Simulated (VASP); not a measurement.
The system is Ge2PdF6.

```
Ge Pd F
1.0
     0.00000    3.69224    3.69224
     3.69224    0.00000    3.69224
     3.69224    3.69224    0.00000
Ge Pd F
2 1 6
Direct
  0.75000 0.75000 0.75000
  0.25000 0.25000 0.25000
  0.00000 0.00000 0.00000
  0.50000 0.00000 0.00000
  0.00000 0.50000 0.50000
  0.00000 0.50000 0.00000
  0.50000 0.00000 0.50000
  0.00000 0.00000 0.50000
  0.50000 0.50000 0.00000
```

This cell differs from its parent crystal: atoms taken out.

| Quantity | Value |
| --- | --- |
| Program | VASP 6.6.1 |
| Task | relaxation of cell and atoms |
| Functional | PBE |
| Potentials or basis | VASP PAW PBE potentials, release 64 (Ge_d, Pd, F) |
| Cutoff | 600 eV |
| k mesh | 4 × 4 × 4 |
| Occupations | gaussian, width 0.1 eV |
| Spin | no spin polarisation |

At the start: pressure 48.1 GPa; volume 11.19 Å³/atom.

Task: How do energy, volume and symmetry change on relaxing?

Result: Over 4 steps the energy falls by 493.4 meV/atom and the volume is 15.56 Å³/atom (+39.1 %); space group Fm-3m (No. 225, to 0.1 Å) before and after.

The path:
| step | energy change (eV) | largest force (eV/Å) | pressure (GPa) | volume (Å³) |
| --- | --- | --- | --- | --- |
| 1 | 0.0000 | 0.0000 | 48.07 | 100.67 |
| 2 | -3.9715 | 0.0000 | -7.85 | 157.91 |
| 3 | -4.4362 | 0.0000 | 0.82 | 138.52 |
| 4 | -4.4403 | 0.0000 | 0.03 | 140.08 |

Final structure:
```
CELL_PARAMETERS angstrom
0.00000 4.12208 4.12208
4.12208 0.00000 4.12208
4.12208 4.12208 0.00000
ATOMIC_POSITIONS crystal
Ge 0.75000 0.75000 0.75000
Ge 0.25000 0.25000 0.25000
Pd 0.00000 0.00000 0.00000
F 0.50000 0.00000 0.00000
F 0.00000 0.50000 0.50000
F 0.00000 0.50000 0.00000
F 0.50000 0.00000 0.50000
F 0.00000 0.00000 0.50000
F 0.50000 0.50000 0.00000
```

Caveat: the k points lie up to 0.33 Å⁻¹ apart in the final cell; the cell differs from its parent crystal (atoms taken out); the volume moved by over 15 % at a fixed basis, so the end points are rough.
